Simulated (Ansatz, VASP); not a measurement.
**GaN in VASP and in Ansatz**

Contents of INCAR:

```
SYSTEM = GaN
  ALGO = Normal
  EDIFF = 1E-6
  ENCUT = 520
  GGA = PE
  ISIF = 2
  ISMEAR = -1
  LASPH = .TRUE.
  LCHARG = .FALSE.
  LREAL = .FALSE.
  LWAVE = .FALSE.
  NBANDS = 46
  NELM = 80
  PREC = Accurate
  SIGMA = 0.02
```

The input KPOINTS:

```
k-points
0
G
  8 5 5
  0 0 0
```

File POSCAR:

```
GaN
1.0
   -1.6090931221      2.7870310415      0.0000000000
    0.0000000000      0.0000000000      5.2428332568
    4.8272793662      2.7870310415      0.0000000000
Ga N
4 4
Direct
    0.5000000000      0.9996477750      0.1666666670
    0.0000000000      0.9996477750      0.6666666670
    0.0000000000      0.4996477750      0.3333333330
    0.5000000000      0.4996477750      0.8333333330
    0.5000000000      0.3763522250      0.1666666670
    0.0000000000      0.3763522250      0.6666666670
    0.0000000000      0.8763522250      0.3333333330
    0.5000000000      0.8763522250      0.8333333330
```

Input for Ansatz:

```yaml
crystal:
  lattice:
    - [-1.6090931221, 2.7870310415, 0.0]
    - [0.0, 0.0, 5.2428332568]
    - [4.8272793662, 2.7870310415, 0.0]
  atoms:
    - { symbol: Ga, position: [0.5, 0.999647775, 0.166666667] }
    - { symbol: Ga, position: [0.0, 0.999647775, 0.666666667] }
    - { symbol: Ga, position: [0.0, 0.499647775, 0.333333333] }
    - { symbol: Ga, position: [0.5, 0.499647775, 0.833333333] }
    - { symbol: "N", position: [0.5, 0.376352225, 0.166666667] }
    - { symbol: "N", position: [0.0, 0.376352225, 0.666666667] }
    - { symbol: "N", position: [0.0, 0.876352225, 0.333333333] }
    - { symbol: "N", position: [0.5, 0.876352225, 0.833333333] }
kpoints:
  mp_grid: { grid: [8, 5, 5] }
scf:
  occupations: { method: fermi_dirac, width: 0.02 }
hamiltonian:
  xc: pbe
  pseudopotentials: { kind: all_electron, lapw: { basis_error: 0.001 } }
output:
  forces: true
  stress: true
  eigenvalues: true
```

Alike in both runs: task single point; functional PBE; k mesh 8 × 5 × 5; occupations fermi-dirac, width 0.02 eV; no spin polarisation.

|  | VASP | Ansatz |
| --- | --- | --- |
| version | VASP 6.6.1 | Ansatz 0.2.0 |
| potentials or method | VASP PAW PBE potentials, release 64 (Ga_d, N), cutoff 520 eV | all-electron LAPW, scalar-relativistic |

Ansatz gave:

```
gap on the k mesh at the Fermi level (eV) : 1.73
pressure (GPa)                            : -0.1
```

Problem. Which values does VASP return?

Solution. gap on the k mesh at the Fermi level (eV): 1.72; pressure (GPa): 0.2.

Ansatz ran all-electron here, and VASP with PAW potentials.
